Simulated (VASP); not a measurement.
# Ta2NbO4 in VASP: further runs

Ta2NbO4 is run at these levels: PBE; tasks: single point.

Everything below comes from runs of VASP 6.6.1. Logs are shortened: lines on timing, memory, paths and dates and some standing lists are left out, and cuts for length are marked.

### Step 1. The cell of the first run

The typed cell holds 7 atoms: a = 4.742 Å, b = 4.746 Å, c = 5.137 Å, α = 89.90°, β = 89.89°, γ = 103.53°.

### Step 2. Single point, PBE

INCAR reads:

```
SYSTEM = Ta2NbO4
PREC = Accurate ; ENCUT = 520
EDIFF = 1E-6 ; ISMEAR = 0
SIGMA = 0.2 ; LREAL = .False.
LASPH = .True. ; NELM = 100
ALGO = Normal ; ISIF = 2
LWAVE = .False. ; LCHARG = .False.
GGA = PE ; NBANDS = 38
```

KPOINTS reads:

```
regular mesh
0
Gamma
  6 6 4
  0 0 0
```

POSCAR reads:

```
Ta2NbO4
1.0
    0.0046516304      3.7247663472      2.9343897157
    0.0041954047     -3.7272454296      2.9372912186
    5.1372954198      0.0003935539      0.0078218619
Ta Nb O
2 1 4
Direct
    0.4972284761      0.1360180114      0.4999159466
    0.1360930833      0.4972945266      0.4999861149
    0.5214325306      0.5215372948      0.0001304240
    0.3852569713      0.7868450768      0.7469271549
    0.7877975976      0.3871306731      0.2530475531
    0.7867494991      0.3850423937      0.7469512504
    0.3871725620      0.7878627437      0.2530415561
```

Potentials or basis: VASP PAW PBE potentials, release 64 (Ta_pv, Nb_sv, O).

Launch:

```
> cat potpaw_PBE.64/Ta_pv/POTCAR potpaw_PBE.64/Nb_sv/POTCAR potpaw_PBE.64/O/POTCAR > POTCAR
> mpirun -np 1 vasp_std > vasp.out
```

OUTCAR:

```text
SYSTEM = Ta2NbO4
   PREC = Accurate
   ENCUT = 520
   EDIFF = 1E-6
   ISMEAR = 0
   LREAL = .False.
   LASPH = .True.
   NELM = 100
   ISIF = 2
   GGA = PE

 ion  position               nearest neighbor table
   1  0.497  0.136  0.500-   6 2.04   5 2.04   4 2.05   7 2.05   2 2.69   2 3.11   2 3.11   3 3.14
                             3 3.14
   2  0.136  0.497  0.500-   4 2.04   7 2.04   6 2.05   5 2.05   1 2.69   1 3.11   1 3.11   3 3.13
                             3 3.14
   3  0.521  0.522  0.000-   7 2.02   5 2.02   6 2.02   4 2.02   2 3.13   1 3.14   2 3.14   1 3.14

   4  0.385  0.787  0.747-   3 2.02   2 2.04   1 2.05
   5  0.788  0.387  0.253-   3 2.02   1 2.04   2 2.05
   6  0.787  0.385  0.747-   3 2.02   1 2.04   2 2.05
   7  0.387  0.788  0.253-   3 2.02   2 2.04   1 2.05

  LATTYP: Found a triclinic cell.
 ALAT       =     4.7417875303
 B/A-ratio  =     1.5715618441
 C/A-ratio  =     1.0834102871
 COS(alpha) =     0.0001372360
 COS(beta)  =     0.0019833786
 COS(gamma) =     0.7852785031

  Lattice vectors:

 A1 = (  -0.0046516304,  -3.7247663472,  -2.9343897157)
 A2 = (  -0.0004562257,  -7.4520117768,   0.0029015029)
 A3 = (  -5.1372954198,  -0.0003935539,  -0.0078218619)

Analysis of symmetry for initial positions (statically):
=====================================================================
 Subroutine PRICEL returns:
 Original cell was already a primitive cell.

 Routine SETGRP: Setting up the symmetry group for a
 triclinic supercell.

 Subroutine GETGRP returns: Found  1 space group operations
 (whereof  1 operations were pure point group operations)
 out of a pool of  2 trial point group operations.

The static configuration has the point symmetry C_1 .

Analysis of symmetry for dynamics (positions and initial velocities):
=====================================================================
 Subroutine PRICEL returns:
 Original cell was already a primitive cell.

 Routine SETGRP: Setting up the symmetry group for a
 triclinic supercell.

 Subroutine GETGRP returns: Found  1 space group operations
 (whereof  1 operations were pure point group operations)
 out of a pool of  2 trial point group operations.

The dynamic configuration has the point symmetry C_1 .

 Subroutine INISYM returns: Found  1 space group operations
 (whereof  1 operations are pure point group operations),
 and found     1 'primitive' translations

----------------------------------------------------------------------------------------

                                     Primitive cell

  volume of cell :     112.3930

  direct lattice vectors                    reciprocal lattice vectors
     0.004651630  3.724766347  2.934389716    -0.000269678  0.134258301  0.170366073
     0.004195405 -3.727245430  2.937291219    -0.000248946 -0.134125647  0.170252727
     5.137295420  0.000393554  0.007821862     0.194655401 -0.000012031 -0.000293298

  length of vectors
     4.741787530  4.745530086  5.137301390     0.216910034  0.216738880  0.194655622

  position of ions in fractional coordinates (direct lattice)
     0.497228476  0.136018011  0.499915947
     0.136093083  0.497294527  0.499986115
     0.521432531  0.521537295  0.000130424
     0.385256971  0.786845077  0.746927155
     0.787797598  0.387130673  0.253047553
     0.786749499  0.385042394  0.746951250
     0.387172562  0.787862744  0.253041556

  ion indices of the primitive-cell ions
   primitive index   ion index
                 1           1
                 2           2
                 3           3
                 4           4
                 5           5
                 6           6
                 7           7

----------------------------------------------------------------------------------------

 KPOINTS: regular mesh

Automatic generation of k-mesh.
 Grid dimensions read from file:
 generate k-points for:    6    6    4

 Generating k-lattice:

  Cartesian coordinates                     Fractional coordinates (reciprocal lattice)
    -0.000044946  0.022376384  0.028394346     0.166666667 -0.000000000  0.000000000
    -0.000041491 -0.022354274  0.028375455     0.000000000  0.166666667 -0.000000000
     0.048663850 -0.000003008 -0.000073325    -0.000000000 -0.000000000  0.250000000

  Length of vectors
     0.036151672  0.036123147  0.048663906

  Shift w.r.t. Gamma in fractional coordinates (k-lattice)
     0.000000000  0.000000000  0.000000000

 Subroutine IBZKPT returns following result:
 ===========================================

 Found     76 irreducible k-points:

 Following reciprocal coordinates:
            Coordinates               Weight
  0.000000  0.000000  0.000000      1.000000
  0.166667  0.000000  0.000000      2.000000
  0.333333  0.000000 -0.000000      2.000000
  0.500000  0.000000  0.000000      1.000000
  0.000000  0.166667 -0.000000      2.000000
  0.166667  0.166667  0.000000      2.000000
[... 16 lines left out ...]
  0.333333  0.000000  0.250000      2.000000
  0.500000  0.000000  0.250000      2.000000
 [... further k-points ...]
   k-points           NKPTS =     76   k-points in BZ     NKDIM =     76   number of bands    NBANDS=     38
   number of dos      NEDOS =    301   number of ions     NIONS =      7
   total plane-waves  NPLWV =  51840
   dimension x,y,z NGX =    36 NGY =   36 NGZ =   40
   dimension x,y,z NGXF=    72 NGYF=   72 NGZF=   80
   ions per type =               2   1   4
   NGX,Y,Z   is equivalent  to a cutoff of  12.62, 12.61, 12.94 a.u.
   NGXF,Y,Z  is equivalent  to a cutoff of  25.24, 25.22, 25.89 a.u.
 SYSTEM =  Ta2NbO4
   PREC   = accura    normal or accurate (medium, high low for compatibility)
   ISTART =      0    job   : 0-new  1-cont  2-samecut
   ICHARG =      2    charge: 1-file 2-atom 10-const
   ISPIN  =      1    spin polarized calculation?
   LNONCOLLINEAR =      F non collinear calculations
   LSORBIT =      F    spin-orbit coupling
   LASPH  =      T    aspherical Exc in radial PAW
   ENCUT  =  520.0 eV  38.22 Ry    6.18 a.u.   8.82  8.82  9.55*2*pi/ulx,y,z
   NELM   =    100;   NELMIN=  2; NELMDL= -5     # of ELM steps
   EDIFF  = 0.1E-05   stopping-criterion for ELM
   LREAL  =      F    real-space projection
   EDIFFG = 0.1E-04   stopping-criterion for IOM
   NSW    =      0    number of steps for IOM
   IBRION =     -1    ionic relax: 0-MD 1-quasi-New 2-CG
   NFREE  =      0    steps in history (QN), initial steepest desc. (CG)
   ISIF   =      2    stress and relaxation
   ISYM   =      2    0-nonsym 1-usesym 2-fastsym
   POTIM  = 0.5000    time-step for ionic-motion
   TEBEG  =    0.0;   TEEND  =   0.0 temperature during run
   PSTRESS=    0.0 pullay stress
   NELECT =      59.0000    total number of electrons
   NUPDOWN=      -1.0000    fix difference up-down
   EMIN   =  10.00;   EMAX   =-10.00  energy-range for DOS
   EFERMI =   0.00;   METHOD = LEGACY
   ISMEAR =     0;   SIGMA  =   0.20  broadening in eV -4-tet -1-fermi 0-gaus
   EFERMI_NEDOS =   21; number of points for ismear=-14 and -15
   IALGO  =     38    algorithm
   IMIX   =      4    mixing-type and parameters
     AMIX     =   0.40;   BMIX     =  1.00
     AMIX_MAG =   1.60;   BMIX_MAG =  1.00
  volume/ion in A,a.u.               =      16.06       108.35
  Fermi-wavevector in a.u.,A,eV,Ry     =   1.320623  2.495617 23.729192  1.744046
  Thomas-Fermi vector in A             =   2.450436
   LORBIT       =      0    0 simple, 1 ext, 2 COOP (PROOUT), +10 PAW based schemes
   GGA     = PE    functional components
   LHFCALC =     F    Hartree Fock is set to
   AEXX    =    0.0000 exact exchange contribution
   IVDW    =     0    specifies the selected vdW correction
   LEPSILON=     F    determine dielectric tensor
   LRPA    =     F    only Hartree local field effects (RPA)
 non-spin polarized calculation
 Gauss-broadening in eV      SIGMA  =   0.20
  energy-cutoff  :      520.00
  volume of cell :      112.39
 maximum number of plane-waves:      3053
   NGX = 17   NGY = 17   NGZ = 19

 number of electron      59.0000004 magnetization

 Free energy of the ion-electron system (eV)
  ---------------------------------------------------
  ext. energy  EPLUGINS =         0.00000000
  ---------------------------------------------------
  free energy    TOTEN  =       -67.32688431 eV

  energy without entropy =      -67.27273416  energy(sigma->0) =      -67.29980923

 E-fermi :   4.6481     XC(G=0): -10.1307

 val. band max:        4.6256341260   @ k =   0.5000   0.0000   0.2500
 cond. band min:       4.6704641368   @ k =  -0.3333  -0.3333   0.2500
 fundamental gap:      0.0448300108
 Fermi energy:         4.6481265607

 k-point     1 :       0.0000    0.0000    0.0000
  band No.  band energies     occupation
      1     -51.5722      2.00000
      2     -31.3395      2.00000
      3     -31.0599      2.00000
      4     -31.0076      2.00000
      5     -30.8002      2.00000
      6     -30.7970      2.00000
[... 30 lines left out ...]
     37       8.0044      0.00000
     38       8.1042      0.00000

 k-point     2 :       0.1667    0.0000    0.0000
  band No.  band energies     occupation
      1     -51.5722      2.00000
      2     -31.3195      2.00000
      3     -31.0713      2.00000
      4     -30.9956      2.00000
      5     -30.8103      2.00000
      6     -30.8085      2.00000
[... 30 lines left out ...]
     37       8.0661      0.00000
     38       8.2138      0.00000

 k-point     3 :       0.3333    0.0000   -0.0000
  band No.  band energies     occupation
      1     -51.5721      2.00000
      2     -31.2708      2.00000
      3     -31.1001      2.00000
      4     -30.9656      2.00000
      5     -30.8376      2.00000
      6     -30.8344      2.00000
[... 30 lines left out ...]
     37       8.0424      0.00000
[... 781 lines left out ...]
 k-point    23 :       0.3333    0.0000    0.2500
  band No.  band energies     occupation
      1     -51.5721      2.00000
      2     -31.2713      2.00000
      3     -31.1011      2.00000
      4     -30.9605      2.00000
      5     -30.8404      2.00000
      6     -30.8342      2.00000
[... 30 lines left out ...]
     37       8.2347      0.00000
     38       8.3357      0.00000

 k-point    24 :       0.5000    0.0000    0.2500
  band No.  band energies     occupation
      1     -51.5721      2.00000
      2     -31.2395      2.00000
      3     -31.1220      2.00000
      4     -30.9385      2.00000
      5     -30.8629      2.00000
      6     -30.8482      2.00000
[... 30 lines left out ...]
     37       8.1550      0.00000
     38       8.2953      0.00000

 [... further k-points ...]
[... 5 lines left out ...]
  --------------------------------------------------------------------------------------
  -------------------------------------------------------------------------------------
  Total        0.0876094     -0.2853102      0.3634316     -0.0074193      0.0267281     -0.0264175
  in kB        1.2488826     -4.0671336      5.1807633     -0.1057626      0.3810119     -0.3765842
  external PRESSURE =       0.7875041 kB  Pullay stress =       0.0000000 kB

 VOLUME and BASIS-vectors are now :
 -----------------------------------------------------------------------------
  energy-cutoff  :      520.00
  volume of cell :      112.39
      direct lattice vectors                 reciprocal lattice vectors
     0.004651630  3.724766347  2.934389716    -0.000269678  0.134258301  0.170366073
     0.004195405 -3.727245430  2.937291219    -0.000248946 -0.134125647  0.170252727
     5.137295420  0.000393554  0.007821862     0.194655401 -0.000012031 -0.000293298

 POSITION                                       TOTAL-FORCE (eV/Angst)
 -----------------------------------------------------------------------------------
      2.57110      1.34528      1.86250        -0.000414     -0.055741     -0.027115
      2.57130     -1.34643      1.86396        -0.002215      0.057095     -0.027315
      0.00528     -0.00168      3.06199        -0.003381      0.000847      0.024236
      3.84228     -1.49748      3.44753         0.066860      0.042608      0.005848
      1.30527      1.49153      3.45080        -0.066830     -0.033031      0.008322
      3.84258      1.49560      3.44545         0.070097     -0.043176      0.007715
      1.30506     -1.49433      3.45228        -0.064118      0.031398      0.008309
 -----------------------------------------------------------------------------------
    total drift:                                0.000273      0.000029      0.001807

  FREE ENERGIE OF THE ION-ELECTRON SYSTEM (eV)
  ---------------------------------------------------
  free  energy   TOTEN  =       -67.3268843101 eV

  energy  without entropy=      -67.2727341593  energy(sigma->0) =      -67.29980923
```

Wall time 8 min (1 thread of Intel Xeon 8259CL, shared host); peak memory 0.42 GiB.

Results:

- Free energy: -67.3269 eV
- Pressure: 0.1 GPa
- Largest force: 0.083 eV/Å
- Band gap on the k mesh: zero (an odd number of electrons rules out a gap without spin polarisation)

Forces on the atoms (eV/Å):
```
Ta   0.000 -0.056 -0.027
Ta  -0.002  0.057 -0.027
Nb  -0.003  0.001  0.024
O    0.067  0.043  0.006
O   -0.067 -0.033  0.008
O    0.070 -0.043  0.008
O   -0.064  0.031  0.008
```

Stress tensor (GPa, compression positive):
```
 0.12 -0.01 -0.04
-0.01 -0.41  0.04
-0.04  0.04  0.52
```

Levels at points of the mesh, in eV from the Fermi level:
```tsv
k point	band 25	band 26	band 27	band 28	band 29	band 30	band 31	band 32	band 33	band 34
(0.00, 0.00, 0.00)	-3.64	-3.63	-3.06	-1.24	-1.14	0.18	0.91	0.99	2.14	2.18
(0.50, 0.00, 0.00)	-3.73	-3.46	-2.20	-1.33	-0.66	-0.30	0.31	1.21	2.01	2.14
(0.00, 0.50, 0.00)	-3.73	-3.46	-2.20	-1.33	-0.66	-0.30	0.31	1.21	2.01	2.14
(0.50, 0.50, 0.00)	-4.33	-3.40	-2.18	-1.37	-1.11	-0.63	0.42	1.59	2.22	2.52
(0.00, 0.00, 0.50)	-4.77	-4.54	-2.75	-1.72	-1.63	0.19	0.54	1.36	1.82	2.28
(0.50, 0.00, 0.50)	-4.85	-4.65	-1.98	-0.99	-0.56	0.31	0.47	0.99	1.00	1.85
(0.00, 0.50, 0.50)	-4.85	-4.65	-1.98	-0.99	-0.56	0.31	0.47	0.99	1.00	1.85
(0.50, 0.50, 0.50)	-4.93	-4.51	-1.79	-0.55	-0.03	0.53	0.57	0.84	0.97	1.69
```

Caveat: spin-orbit coupling is left out, which moves the levels of the heavy elements; an odd number of electrons without spin polarisation forces a metal; a magnetic or distorted state may lie lower.

### Step 3. Single point, PBE

INCAR reads:

```
SYSTEM = Ta2NbO4
ALGO = Normal
EDIFF = 1E-6
ENCUT = 520
GGA = PE
ISIF = 2
ISMEAR = 0
LASPH = .TRUE.
LCHARG = .FALSE.
LREAL = .FALSE.
LWAVE = .FALSE.
NBANDS = 38
NELM = 60
PREC = Accurate
SIGMA = 0.1
```

KPOINTS reads:

```
k-points
0
G
  6 8 8
  0 0 0
```

POSCAR reads:

```
Ta2NbO4
1.0
    5.1334811803      0.0000000000      0.0000000000
    0.0000000000      3.7181866672      2.9403606084
    0.0000000000     -3.7181866672      2.9403606084
Ta Nb O
2 1 4
Direct
    0.5000000000      0.4973478604      0.1364915258
    0.5000000000      0.1364915258      0.4973478604
    0.0000000000      0.5212577488      0.5212577488
    0.7469095768      0.3856875840      0.7876292085
    0.2530904232      0.7876292085      0.3856875840
    0.7469095768      0.7876292085      0.3856875840
    0.2530904232      0.3856875840      0.7876292085
```

Potentials or basis: VASP PAW PBE potentials, release 64 (Ta_pv, Nb_sv, O).

Launch:

```
> cat potpaw_PBE.64/Ta_pv/POTCAR potpaw_PBE.64/Nb_sv/POTCAR potpaw_PBE.64/O/POTCAR > POTCAR
> mpirun -np 1 vasp_std > vasp.out
```

Wall time 8.6 min (1 thread of Intel Xeon 8259CL, shared host); peak memory 0.44 GiB.

The run converged. Its results:

| Quantity | Value |
| --- | --- |
| Free energy | -67.3035 eV |
| Pressure | 0.2 GPa |
| Largest force | 0.083 eV/Å |
| Band gap on the k mesh | zero (an odd number of electrons rules out a gap without spin polarisation) |

Forces on the atoms (eV/Å):
```
Ta   0.000 -0.055 -0.030
Ta   0.000  0.055 -0.030
Nb   0.000  0.000  0.019
O    0.072  0.041  0.010
O   -0.072 -0.041  0.010
O    0.072 -0.041  0.010
O   -0.072  0.041  0.010
```

Stress tensor (GPa, compression positive):
```
 0.26  0.00  0.00
 0.00 -0.20  0.00
 0.00  0.00  0.56
```

Levels at points of the mesh, in eV from the Fermi level:
| k point | band 26 | band 27 | band 28 | band 29 | band 30 | band 31 | band 32 | band 33 |
| --- | --- | --- | --- | --- | --- | --- | --- | --- |
| (0.00, 0.00, 0.00) | -3.64 | -3.07 | -1.27 | -1.16 | 0.16 | 0.90 | 0.97 | 2.14 |
| (0.50, 0.00, 0.00) | -4.55 | -2.76 | -1.74 | -1.66 | 0.17 | 0.52 | 1.33 | 1.82 |
| (0.00, 0.50, 0.00) | -3.47 | -2.21 | -1.36 | -0.68 | -0.33 | 0.29 | 1.19 | 1.99 |
| (0.50, 0.50, 0.00) | -4.67 | -1.99 | -1.02 | -0.58 | 0.29 | 0.46 | 0.97 | 0.98 |
| (0.00, 0.50, 0.50) | -3.41 | -2.20 | -1.40 | -1.14 | -0.65 | 0.39 | 1.57 | 2.20 |
| (0.50, 0.50, 0.50) | -4.52 | -1.80 | -0.57 | -0.06 | 0.50 | 0.54 | 0.81 | 0.98 |

Caveat: spin-orbit coupling is left out, which moves the levels of the heavy elements; an odd number of electrons without spin polarisation forces a metal; a magnetic or distorted state may lie lower.

(Part 1 of 2 ends here.)
